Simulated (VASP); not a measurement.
The system is Mn3P2.

```
CELL_PARAMETERS angstrom
4.33673 0.00000 0.00000
0.00000 4.33673 0.00000
0.00000 0.00000 4.33673
ATOMIC_POSITIONS crystal
Mn 0.00000 0.50000 0.50000
Mn 0.50000 0.00000 0.50000
Mn 0.50000 0.50000 0.00000
P 0.50000 0.50000 0.50000
P 0.00000 0.00000 0.00000
```

```yaml
Program: VASP 6.6.1
Task: relaxation of cell and atoms
Functional: PBE
Potentials_or_basis: VASP PAW PBE potentials, release 64 (Mn_pv, P)
Cutoff: 600 eV
k_mesh: 4 × 4 × 4
Occupations: gaussian, width 0.1 eV
Spin: collinear spin, ferromagnetic start
Starting_moments: "[4.0, 4.0, 4.0, 0.0, 0.0] μB"
```

At the start: pressure -2.8 GPa; volume 16.31 Å³/atom.

How do energy, volume and symmetry change on relaxing?

Over 3 steps the energy falls by 4.1 meV/atom and the volume is 15.84 Å³/atom (-2.9 %); space group Pm-3m (No. 221, to 0.05 Å); moment 8.61 μB per cell.

Step by step:
```
step  energy change (eV)  largest force (eV/Å)  pressure (GPa)  volume (Å³)
   1              0.0000                0.0000           -2.75        81.56
   2             -0.0170                0.0000            1.17        78.30
   3             -0.0205                0.0000            0.02        79.22
```

Final structure:
```
Mn P
1.0
     4.29490    0.00000    0.00000
     0.00000    4.29490    0.00000
     0.00000    0.00000    4.29490
Mn P
3 2
Direct
  0.00000 0.50000 0.50000
  0.50000 0.00000 0.50000
  0.50000 0.50000 0.00000
  0.50000 0.50000 0.50000
  0.00000 0.00000 0.00000
```

Caveat: the k points lie up to 0.37 Å⁻¹ apart in the final cell; only a ferromagnetic start was run, and an antiferromagnetic order may lie lower in energy.
